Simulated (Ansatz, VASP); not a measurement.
Rh: VASP beside Ansatz

Contents of INCAR:

```
ALGO = Normal
EDIFF = 1E-6
ENCUT = 520
GGA = PS
GGA_COMPAT = F
ISIF = 2
ISMEAR = -1
LASPH = T
LCHARG = F
LMAXMIX = 4
LORBIT = 11
LORBMOM = T
LREAL = F
LSORBIT = T
LWAVE = F
MAGMOM = 0 0 1
NBANDS = 26
NELM = 150
PREC = Accurate
SIGMA = 0.05
```

KPOINTS

```
k-points
0
Gamma
  14 14 14
```

File POSCAR:

```
Rh
1.0
    0.0000000000      1.8901325671      1.8901325671
    1.8901325671      0.0000000000      1.8901325671
    1.8901325671      1.8901325671      0.0000000000
Rh
1
Direct
    0.0000000000      0.0000000000      0.0000000000
```

Input for Ansatz:

```yaml
crystal:
  lattice:
    - [0.0, 1.8901325671, 1.8901325671]
    - [1.8901325671, 0.0, 1.8901325671]
    - [1.8901325671, 1.8901325671, 0.0]
  atoms:
    - { symbol: Rh, position: [0.0, 0.0, 0.0], spin: 1.0, spin_axis: [0, 0, 1] }
hamiltonian:
  xc: pbesol
  pseudopotentials:
    kind: paw_fr
    azcp:
      Rh: "pseudopotentials/Rh.paw.azcp"
basis:
  ecutwfc: 420
  fft_grid_basis: typed
kpoints:
  mp_grid: { grid: [14, 14, 14], shift: [0, 0, 0] }
magnetization:
  noncollinear: true
  spin_orbit: true
scf:
  occupations: { method: fermi_dirac, width: 0.05 }
```

Alike in both runs: task single point; functional PBEsol; k mesh 14 × 14 × 14; occupations fermi-dirac, width 0.05 eV; non-collinear spin, spin-orbit coupling.

|  | VASP | Ansatz |
| --- | --- | --- |
| version | VASP 6.6.1 | Ansatz 0.2.0 |
| potentials or method | VASP PAW PBE potentials, release 64 (Rh_pv), cutoff 520 eV | plane waves (420 eV) with PAW, fully relativistic with spin-orbit coupling |
| valence electrons in the cell | 15 | 17 |

```tsv
	VASP	Ansatz	Ansatz less VASP
net moment per atom (μB)	0.00	0.00	-0.001
```

VASP's potentials were made for PBE, not for PBEsol, and Ansatz warns of the same on its side. VASP's potentials hold 15 valence electrons a cell and Ansatz's 17, so a difference there can come from the potentials and not from the codes. Ansatz's warnings: seeded moment not kept.
